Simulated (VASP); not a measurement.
# ScAl7N8 (P3m1) in VASP: notebook

The runs below take ScAl7N8 through single point, relaxation of cell and atoms, with LDA.

All numbers are computed with VASP 6.6.1; they aren't measurements. Logs are shortened: lines on timing, memory, paths and dates and some standing lists are left out, and cuts for length are marked.

## (1) The cell of the first run

It takes space group P3m1 (No. 156, trigonal). The conventional cell has a = 6.285 Å, b = 6.285 Å, c = 4.964 Å, α = 90.00°, β = 90.00°, γ = 120.00°. Within 2.5 Å of Al (site symmetry m) lie 4 N at 1.86 to 1.91 Å. Al (site symmetry m) has 4 N at 1.87 to 1.90 Å within 2.5 Å. Within 2.5 Å of Al (site symmetry 3m) lie 4 N at 1.90 to 1.91 Å. Within 2.7 Å of Sc (site symmetry 3m) lie 4 N at 2.01 to 2.10 Å. Within 2.5 Å of N (site symmetry m) lie 4 Al at 1.89 to 1.90 Å. Within 2.5 Å of N (site symmetry 3m) lie 3 Al at 1.90 Å and 1 Sc at 2.10 Å. Within 2.5 Å of N (site symmetry m) lie 3 Al at 1.86 to 1.87 Å and 1 Sc at 2.01 Å. N (site symmetry 3m) has 4 Al at 1.91 Å within 2.5 Å.

## (2) Single point, LDA

File INCAR:

```
SYSTEM = ScAl7N8
  ALGO = Normal
  EDIFF = 1E-7
  ENCUT = 520
  GGA = CA
  ISIF = 2
  ISMEAR = 0
  LASPH = .TRUE.
  LCHARG = .FALSE.
  LREAL = Auto
  LWAVE = .FALSE.
  NBANDS = 50
  NELM = 80
  PREC = Accurate
  SIGMA = 0.02
```

File KPOINTS:

```
k-points
0
G
  4 4 5
  0 0 0
```

File POSCAR:

```
ScAl7N8
1.0
    6.2852890277      0.0000000000      0.0000000000
   -3.1426445139      5.4432199681      0.0000000000
    0.0000000000      0.0000000000      4.9641858056
Al Sc N
7 1 8
Direct
    0.1662059110      0.3324118220     -0.0013553510
    0.1662059110      0.8337940890     -0.0013553510
    0.6675881780      0.8337940890     -0.0013553510
    0.3270987280      0.1635493640      0.5006136629
    0.3333333333      0.6666666667      0.4978845608
    0.8364506360      0.1635493640      0.5006136629
    0.8364506360      0.6729012720      0.5006136629
    0.6666666667      0.3333333333     -0.0091880545
    0.1673766215      0.3347532430      0.3802615775
    0.1673766215      0.8326233785      0.3802615775
    0.6666666667      0.3333333333      0.4146484437
    0.6652467570      0.8326233785      0.3802615775
    0.3120706986      0.1560353493      0.8774011266
    0.3333333333      0.6666666667      0.8818920017
    0.8439646507      0.1560353493      0.8774011266
    0.8439646507      0.6879293014      0.8774011266
```

Potentials or basis: VASP PAW LDA potentials, release 64 (Al, Sc_sv, N).

Command:

```bash
$ cat potpaw_LDA.64/Al/POTCAR potpaw_LDA.64/Sc_sv/POTCAR potpaw_LDA.64/N/POTCAR > POTCAR
$ mpirun -np 1 vasp_std > vasp.out
```

OUTCAR:

```text
SYSTEM = ScAl7N8
   EDIFF = 1E-7
   ENCUT = 520
   GGA = CA
   ISIF = 2
   ISMEAR = 0
   LASPH = .TRUE.
   LREAL = Auto
   NELM = 80
   PREC = Accurate

 ion  position               nearest neighbor table
   1  0.166  0.332  0.999-  15 1.86  13 1.86   9 1.89  14 1.91   6 3.06   4 3.06   6 3.07   4 3.07
                             5 3.07   5 3.08   3 3.13   2 3.13   8 3.14   8 3.14   3 3.15   2 3.15
   2  0.166  0.834  0.999-  16 1.86  13 1.86  10 1.89  14 1.91   7 3.06   4 3.06   7 3.07   4 3.07
                             5 3.07   5 3.08   3 3.13   1 3.13   8 3.14   8 3.14   3 3.15   1 3.15
   3  0.668  0.834  0.999-  15 1.86  16 1.86  12 1.89  14 1.91   6 3.06   7 3.06   6 3.07   7 3.07
                             5 3.07   5 3.08   1 3.13   2 3.13   8 3.14   8 3.14   1 3.15   2 3.15
   4  0.327  0.164  0.501-  13 1.87  11 1.90  10 1.90   9 1.90   2 3.06   1 3.06   8 3.06   2 3.07
                             1 3.07   7 3.08   6 3.08   8 3.13   5 3.14   5 3.14   7 3.20   6 3.20
   5  0.333  0.667  0.498-  10 1.90  12 1.90   9 1.90  14 1.91   2 3.07   3 3.07   1 3.07   2 3.08
                             3 3.08   1 3.08   7 3.14   4 3.14   6 3.14   6 3.14   7 3.14   4 3.14
   6  0.836  0.164  0.501-  15 1.87  11 1.90   9 1.90  12 1.90   1 3.06   3 3.06   8 3.06   1 3.07
                             3 3.07   4 3.08   7 3.08   8 3.13   5 3.14   5 3.14   4 3.20   7 3.20
   7  0.836  0.673  0.501-  16 1.87  11 1.90  10 1.90  12 1.90   2 3.06   3 3.06   8 3.06   2 3.07
                             3 3.07   4 3.08   6 3.08   8 3.13   5 3.14   5 3.14   4 3.20   6 3.20
   8  0.667  0.333  0.991-  15 2.01  13 2.01  16 2.01  11 2.10   6 3.06   4 3.06   7 3.06   6 3.13
                             4 3.13   7 3.13   1 3.14   3 3.14   2 3.14   2 3.14   1 3.14   3 3.14
   9  0.167  0.335  0.380-   1 1.89   6 1.90   4 1.90   5 1.90
  10  0.167  0.833  0.380-   2 1.89   7 1.90   4 1.90   5 1.90
  11  0.667  0.333  0.415-   6 1.90   4 1.90   7 1.90   8 2.10
  12  0.665  0.833  0.380-   3 1.89   6 1.90   7 1.90   5 1.90
  13  0.312  0.156  0.877-   2 1.86   1 1.86   4 1.87   8 2.01
  14  0.333  0.667  0.882-   5 1.91   2 1.91   3 1.91   1 1.91
  15  0.844  0.156  0.877-   1 1.86   3 1.86   6 1.87   8 2.01
  16  0.844  0.688  0.877-   2 1.86   3 1.86   7 1.87   8 2.01

  LATTYP: Found a hexagonal cell.
 ALAT       =     6.2852890277
 C/A-ratio  =     0.7898102671

  Lattice vectors:

 A1 = (   6.2852890277,   0.0000000000,   0.0000000000)
 A2 = (  -3.1426445139,   5.4432199681,   0.0000000000)
 A3 = (   0.0000000000,   0.0000000000,   4.9641858056)

Analysis of symmetry for initial positions (statically):
=====================================================================
 Subroutine PRICEL returns:
 Original cell was already a primitive cell.

 Routine SETGRP: Setting up the symmetry group for a
 hexagonal supercell.

 Subroutine GETGRP returns: Found  6 space group operations
 (whereof  6 operations were pure point group operations)
 out of a pool of 24 trial point group operations.

The static configuration has the point symmetry C_3v.

Analysis of symmetry for dynamics (positions and initial velocities):
=====================================================================
 Subroutine PRICEL returns:
 Original cell was already a primitive cell.

 Routine SETGRP: Setting up the symmetry group for a
 hexagonal supercell.

 Subroutine GETGRP returns: Found  6 space group operations
 (whereof  6 operations were pure point group operations)
 out of a pool of 24 trial point group operations.

The dynamic configuration has the point symmetry C_3v.

 Subroutine INISYM returns: Found  6 space group operations
 (whereof  6 operations are pure point group operations),
 and found     1 'primitive' translations

----------------------------------------------------------------------------------------

                                     Primitive cell

  volume of cell :     169.8358

  direct lattice vectors                    reciprocal lattice vectors
     6.285289028  0.000000000  0.000000000     0.159101673  0.091857394  0.000000000
    -3.142644514  5.443219968  0.000000000     0.000000000  0.183714788  0.000000000
     0.000000000  0.000000000  4.964185806     0.000000000  0.000000000  0.201442903

  length of vectors
     6.285289028  6.285289028  4.964185806     0.183714788  0.183714788  0.201442903

  position of ions in fractional coordinates (direct lattice)
     0.166205911  0.332411822  0.998644649
     0.166205911  0.833794089  0.998644649
     0.667588178  0.833794089  0.998644649
     0.327098728  0.163549364  0.500613663
     0.333333333  0.666666667  0.497884561
[... 45 lines left out ...]

  Length of vectors
     0.045928697  0.045928697  0.040288581

  Shift w.r.t. Gamma in fractional coordinates (k-lattice)
     0.000000000  0.000000000  0.000000000

 Subroutine IBZKPT returns following result:
 ===========================================

 Found     14 irreducible k-points:

 Following reciprocal coordinates:
            Coordinates               Weight
  0.000000  0.000000  0.000000      1.000000
  0.250000  0.000000  0.000000      6.000000
  0.500000  0.000000  0.000000      3.000000
  0.250000  0.250000  0.000000      6.000000
  0.000000  0.000000  0.200000      2.000000
  0.250000  0.000000  0.200000      6.000000
  0.000000  0.250000  0.200000      6.000000
  0.500000  0.000000  0.200000      6.000000
  0.250000  0.250000  0.200000     12.000000
  0.000000  0.000000  0.400000      2.000000
  0.250000  0.000000  0.400000      6.000000
  0.000000  0.250000  0.400000      6.000000
  0.500000  0.000000  0.400000      6.000000
  0.250000  0.250000  0.400000     12.000000
   k-points           NKPTS =     14   k-points in BZ     NKDIM =     14   number of bands    NBANDS=     50
   number of dos      NEDOS =    301   number of ions     NIONS =     16
   total plane-waves  NPLWV =  92160
   dimension x,y,z NGX =    48 NGY =   48 NGZ =   40
   dimension x,y,z NGXF=    96 NGYF=   96 NGZF=   80
   ions per type =               7   1   8
   NGX,Y,Z   is equivalent  to a cutoff of  12.70, 12.70, 13.40 a.u.
   NGXF,Y,Z  is equivalent  to a cutoff of  25.39, 25.39, 26.79 a.u.
 SYSTEM =  ScAl7N8
   PREC   = accura    normal or accurate (medium, high low for compatibility)
   ISTART =      0    job   : 0-new  1-cont  2-samecut
   ICHARG =      2    charge: 1-file 2-atom 10-const
   ISPIN  =      1    spin polarized calculation?
   LNONCOLLINEAR =      F non collinear calculations
   LSORBIT =      F    spin-orbit coupling
   LASPH  =      T    aspherical Exc in radial PAW
   ENCUT  =  520.0 eV  38.22 Ry    6.18 a.u.  11.69 11.69  9.23*2*pi/ulx,y,z
   NELM   =     80;   NELMIN=  2; NELMDL= -5     # of ELM steps
   EDIFF  = 0.1E-06   stopping-criterion for ELM
   LREAL  =      T    real-space projection
   EDIFFG = 0.1E-05   stopping-criterion for IOM
   NSW    =      0    number of steps for IOM
   IBRION =     -1    ionic relax: 0-MD 1-quasi-New 2-CG
   NFREE  =      0    steps in history (QN), initial steepest desc. (CG)
   ISIF   =      2    stress and relaxation
   ISYM   =      2    0-nonsym 1-usesym 2-fastsym
   POTIM  = 0.5000    time-step for ionic-motion
   TEBEG  =    0.0;   TEEND  =   0.0 temperature during run
   PSTRESS=    0.0 pullay stress
   NELECT =      72.0000    total number of electrons
   NUPDOWN=      -1.0000    fix difference up-down
   EMIN   =  10.00;   EMAX   =-10.00  energy-range for DOS
   EFERMI =   0.00;   METHOD = LEGACY
   ISMEAR =     0;   SIGMA  =   0.02  broadening in eV -4-tet -1-fermi 0-gaus
   EFERMI_NEDOS =   21; number of points for ismear=-14 and -15
   IALGO  =     38    algorithm
   IMIX   =      4    mixing-type and parameters
     AMIX     =   0.40;   BMIX     =  1.00
     AMIX_MAG =   1.60;   BMIX_MAG =  1.00
  volume/ion in A,a.u.               =      10.61        71.63
  Fermi-wavevector in a.u.,A,eV,Ry     =   1.229823  2.324028 20.578330  1.512465
  Thomas-Fermi vector in A             =   2.364695
   LORBIT       =      0    0 simple, 1 ext, 2 COOP (PROOUT), +10 PAW based schemes
   GGA     = CA    functional components
   LHFCALC =     F    Hartree Fock is set to
   AEXX    =    0.0000 exact exchange contribution
   IVDW    =     0    specifies the selected vdW correction
   LEPSILON=     F    determine dielectric tensor
   LRPA    =     F    only Hartree local field effects (RPA)
 non-spin polarized calculation
 Gauss-broadening in eV      SIGMA  =   0.02
  energy-cutoff  :      520.00
  volume of cell :      169.84
 maximum number of plane-waves:      4608
 NGX is ok and might be reduce to    48
   NGX = 23   NGY = 23   NGZ = 19

 number of electron      72.0000013 magnetization

 Free energy of the ion-electron system (eV)
  ---------------------------------------------------
  ext. energy  EPLUGINS =         0.00000000
  ---------------------------------------------------
  free energy    TOTEN  =      -133.76235360 eV

  energy without entropy =     -133.76235360  energy(sigma->0) =     -133.76235360

 E-fermi :   5.6577     XC(G=0): -11.3263

 val. band max:        5.5394203805   @ k =   0.0000   0.0000   0.0000
 cond. band min:       9.7519857027   @ k =   0.2500   0.2500   0.0000
 fundamental gap:      4.2125653222
 Fermi energy:         5.6576534206

 k-point     1 :       0.0000    0.0000    0.0000
  band No.  band energies     occupation
      1     -40.4082      2.00000
      2     -19.6165      2.00000
      3     -19.6165      2.00000
      4     -19.5651      2.00000
      5      -9.2022      2.00000
      6      -7.3067      2.00000
[... 703 lines left out ...]
     47      13.4334      0.00000
     48      13.7561      0.00000
 [bands above 48 left out]

------------------------ aborting loop because EDIFF is reached ----------------------------------------

  FORCE on cell =-STRESS in cart. coord.  units (eV):
  Direction    XX          YY          ZZ          XY          YZ          ZX
  --------------------------------------------------------------------------------------
  -------------------------------------------------------------------------------------
  Total        0.7744473      0.7744473      0.7570146     -0.0000000      0.0000000      0.0000000
  in kB        7.3058929      7.3058929      7.1414380     -0.0000000      0.0000000      0.0000000
  external PRESSURE =       7.2510746 kB  Pullay stress =       0.0000000 kB

 VOLUME and BASIS-vectors are now :
 -----------------------------------------------------------------------------
  energy-cutoff  :      520.00
  volume of cell :      169.84
      direct lattice vectors                 reciprocal lattice vectors
     6.285289028  0.000000000  0.000000000     0.159101673  0.091857394  0.000000000
    -3.142644514  5.443219968  0.000000000     0.000000000  0.183714788  0.000000000
     0.000000000  0.000000000  4.964185806     0.000000000  0.000000000  0.201442903

 POSITION                                       TOTAL-FORCE (eV/Angst)
 -----------------------------------------------------------------------------------
     -0.00000      1.80939      4.95746        -0.000000      0.012778      0.001987
     -1.57567      4.53852      4.95746         0.011066     -0.006389      0.001987
      1.57567      4.53852      4.95746        -0.011066     -0.006389      0.001987
      1.54193      0.89024      2.48514        -0.002404     -0.001388     -0.010812
     -0.00000      3.62881      2.47159         0.000000     -0.000000     -0.002955
      4.74336      0.89024      2.48514         0.002404     -0.001388     -0.010812
[... 8 lines left out ...]
      4.81420      0.84933      4.35558         0.043735     -0.025251     -0.012341
      3.14264      3.74455      4.35558        -0.000000      0.050501     -0.012341
 -----------------------------------------------------------------------------------
    total drift:                               -0.000000     -0.000000      0.001886

  FREE ENERGIE OF THE ION-ELECTRON SYSTEM (eV)
  ---------------------------------------------------
  free  energy   TOTEN  =      -133.7623536047 eV

  energy  without entropy=     -133.7623536047  energy(sigma->0) =     -133.76235360
```

It took 2.4 min on 1 thread of Intel Xeon Platinum 8488C (Sapphire Rapids), shared host; peak memory 0.28 GiB.

Results:

* Free energy: -133.7624 eV
* Pressure: 0.7 GPa
* Largest force: 0.052 eV/Å
* Band gap on the k mesh: 4.21 eV (least direct gap 4.23 eV)

Forces on the atoms (eV/Å):
```
Al   0.000  0.013  0.002
Al   0.011 -0.006  0.002
Al  -0.011 -0.006  0.002
Al  -0.002 -0.001 -0.011
Al   0.000  0.000 -0.003
Al   0.002 -0.001 -0.011
Al   0.000  0.003 -0.011
Sc   0.000  0.000  0.019
N    0.000  0.001  0.002
N    0.001 -0.001  0.002
N    0.000  0.000  0.034
N   -0.001 -0.001  0.002
N   -0.044 -0.025 -0.012
N    0.000  0.000  0.007
N    0.044 -0.025 -0.012
N    0.000  0.051 -0.012
```

Caveat: an odd mesh through Γ misses points on the zone boundary, where band edges can lie.

## (3) Relaxation of cell and atoms, LDA

This run uses another cell than the first one, of 10.67 Å³/atom.

File INCAR:

```
ALGO = Normal ; EDIFF = 1E-6
EDIFFG = -0.004 ; ENCUT = 600
IBRION = 2 ; ISIF = 3
ISMEAR = 0 ; LASPH = True
LCHARG = False ; LREAL = Auto
LWAVE = False ; NELM = 100
NSW = 80 ; PREC = Accurate
SIGMA = 0.02
```

File KPOINTS:

```
k-points
0
Gamma
  4 4 5
```

File POSCAR:

```
ScAl7N8
1.0
    6.2990000000      0.0000000000      0.0000000000
   -3.1495000000      5.4550940184      0.0000000000
    0.0000000000      0.0000000000      4.9695000000
Al Sc N
7 1 8
Direct
    0.1666666667      0.3333333333      0.0000000000
    0.1666666667      0.8333333333      0.0000000000
    0.6666666667      0.8333333333      0.0000000000
    0.3333333333      0.1666666667      0.5000000000
    0.3333333333      0.6666666667      0.5000000000
    0.8333333333      0.1666666667      0.5000000000
    0.8333333333      0.6666666667      0.5000000000
    0.6666666667      0.3333333333      0.0000000000
    0.1666666667      0.3333333333      0.3820000000
    0.1666666667      0.8333333333      0.3820000000
    0.6666666667      0.3333333333      0.3820000000
    0.6666666667      0.8333333333      0.3820000000
    0.3333333333      0.1666666667      0.8820000000
    0.3333333333      0.6666666667      0.8820000000
    0.8333333333      0.1666666667      0.8820000000
    0.8333333333      0.6666666667      0.8820000000
```

Potentials or basis: VASP PAW LDA potentials, release 64 (Al, Sc_sv, N).

Command:

```bash
$ cat potpaw_LDA.64/Al/POTCAR potpaw_LDA.64/Sc_sv/POTCAR potpaw_LDA.64/N/POTCAR > POTCAR
$ mpirun -np 1 vasp_std > vasp.out
```

Run time: 14 min. Hardware: 1 thread of Intel Xeon Platinum 8488C (Sapphire Rapids), shared host; peak memory 0.31 GiB.

It converged, with:

- Free energy: -133.7654 eV
- Relaxed volume: 10.65 Å³/atom
- Relaxed cell: a = 6.291 Å, b = 6.291 Å, c = 4.970 Å, α = 90.00°, β = 90.00°, γ = 120.00°
- Space group after relaxing (to 0.1 Å): P3m1 (No. 156)
- Energy gained by relaxing: 55.4 meV/atom
- Ionic steps: 14
- Pressure after relaxing: 0.0 GPa
- Band gap on the k mesh: 4.20 eV

Step by step:
| step | energy change (eV) | largest force (eV/Å) | pressure (GPa) | volume (Å³) |
| --- | --- | --- | --- | --- |
| 1 | 0.0000 | 3.7609 | 1.56 | 170.76 |
| 2 | -0.7005 | 1.3051 | -3.26 | 173.34 |
| 3 | -0.8238 | 0.6709 | -2.34 | 172.56 |
| 4 | -0.8739 | 0.1805 | 1.71 | 169.04 |
| 5 | -0.8801 | 0.1821 | 0.67 | 169.90 |
| 6 | -0.8845 | 0.0640 | -0.22 | 170.60 |
| 7 | -0.8846 | 0.0739 | -0.12 | 170.51 |
| 8 | -0.8854 | 0.0297 | -0.04 | 170.43 |
| 9 | -0.8855 | 0.0371 | -0.01 | 170.39 |
| 10 | -0.8857 | 0.0205 | 0.03 | 170.35 |
| 11 | -0.8857 | 0.0191 | 0.03 | 170.34 |
| 12 | -0.8857 | 0.0057 | -0.02 | 170.38 |
| 13 | -0.8857 | 0.0040 | -0.01 | 170.38 |
| 14 | -0.8857 | 0.0017 | 0.01 | 170.36 |

Final structure:
```xyz
16
Lattice="6.2912 0.0000 0.0000 -3.1456 5.4483 0.0000 0.0000 0.0000 4.9703" Properties=species:S:1:pos:R:3 pbc="T T T"
Al    0.0000    1.8114    4.9637
Al   -1.5769    4.5426    4.9637
Al    1.5769    4.5426    4.9637
Al    1.5430    0.8909    2.4881
Al    0.0000    3.6322    2.4750
Al    4.7481    0.8909    2.4881
Al    3.1456    3.6666    2.4881
Sc    3.1456    1.8161    4.9252
N     0.0000    1.8241    1.8897
N    -1.5659    4.5363    1.8897
N     3.1456    1.8161    2.0628
N     1.5659    4.5363    1.8897
N     1.4710    0.8493    4.3602
N     0.0000    3.6322    4.3834
N     4.8202    0.8493    4.3602
N     3.1456    3.7497    4.3602
```

Levels at points of the mesh, in eV from the valence-band top:
```tsv
k point	band 32	band 33	band 34	band 35	band 36	band 37	band 38	band 39	band 40	band 41
(0.00, 0.00, 0.00)	-0.41	-0.41	-0.34	-0.34	0.00	4.20	4.51	4.51	4.89	4.98
(0.50, 0.00, 0.00)	-0.76	-0.53	-0.30	-0.14	-0.14	4.45	4.74	5.18	5.48	5.50
```

Caveat: an odd mesh through Γ misses points on the zone boundary, where band edges can lie.
